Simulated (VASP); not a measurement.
CuO, 4 atoms in the cell. It takes space group Cccm (No. 66, orthorhombic). The conventional cell has a = 4.034 Å, b = 4.364 Å, c = 5.224 Å, α = 90.00°, β = 90.00°, γ = 90.00°. Within 2.6 Å of Cu (site symmetry 2/m) lie 4 O at 1.98 Å. Within 2.6 Å of O (site symmetry 222) lie 4 Cu at 1.98 Å. 

```yaml
Program: VASP 6.6.1
Task: single point
Functional: PBEsol
Potentials_or_basis: VASP PAW PBE potentials, release 64 (Cu, O)
Cutoff: 520 eV
k_mesh: 9 × 9 × 5
Occupations: fermi-dirac, width 0.05 eV
Spin: no spin polarisation
Dipole_correction: no
Further_INCAR_settings: ALGO = Normal; EDIFF = 1e-06; NBANDS = 25
```

Potentials or basis: VASP PAW PBE potentials, release 64 (Cu, O).

Run with:

```console
$ cat potpaw_PBE.64/Cu/POTCAR potpaw_PBE.64/O/POTCAR > POTCAR
$ mpirun -np 1 vasp_std > vasp.out
```

Hardware: 1 thread of Intel Xeon 6975P-C, with other jobs on the host.

Question: How long does it take, and how much memory?

Answer: It took 55 s on 1 thread of Intel Xeon 6975P-C, with other jobs on the host, peak memory 0.21 GiB. Counts: scf iterations 14, k points 75.
